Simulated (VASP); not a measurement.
Set up this calculation in VASP 6.6.1, as the native input.

```yaml
Task: single point
Functional: PBE
Dispersion: D3(BJ)
Potentials_or_basis: VASP PAW PBE potentials, release 64 (Fe)
Cutoff: 520 eV
k_mesh: 20 × 20 × 20
Occupations: gaussian, width 0.1 eV
Spin: collinear spin, ferromagnetic start
Starting_moments: "[2.4] μB"
Dipole_correction: no
Further_INCAR_settings: ALGO = Normal; EDIFF = 1e-06; NBANDS = 14
```

The structure of Fe lies in POSCAR:

```
Fe
1.0
   -1.4023868204      1.4023868204      1.4023868204
    1.4023868204     -1.4023868204      1.4023868204
    1.4023868204      1.4023868204     -1.4023868204
Fe
1
Direct
    0.0000000000      0.0000000000      0.0000000000
```

One way to write it, as run:

INCAR

```
PREC = Accurate
ENCUT = 520
EDIFF = 1E-6
ISMEAR = 0
SIGMA = 0.1
LREAL = False
LASPH = True
NELM = 150
ALGO = Normal
ISIF = 2
LWAVE = False
LCHARG = True
ISPIN = 2
MAGMOM = 2.4
LORBIT = 11
LMAXMIX = 4
GGA = PE
IVDW = 12
LELF = True
LVHAR = True
NBANDS = 14
```

KPOINTS

```
regular mesh
0
Gamma
  20 20 20
```

Potentials or basis: VASP PAW PBE potentials, release 64 (Fe).

The run is started by

```console
$ cat potpaw_PBE.64/Fe/POTCAR > POTCAR
$ mpirun -np 1 vasp_std > vasp.out
```

It gave:

```yaml
Pressure: -0.5 GPa
Net_moment: 2.12 μB per cell
Site_moments: Fe +2.12 μB
Valence_electrons_inside_the_program's_atomic_spheres: Fe 7.33
Dispersion_energy_per_atom: -0.369 eV
```

Caveat: pairwise dispersion overbinds metals, which lowers pressure and volume.

It took 56 s on 1 thread of AMD EPYC 7R43 64-Core Processor (Zen 3), on a shared host, peak memory 0.15 GiB.
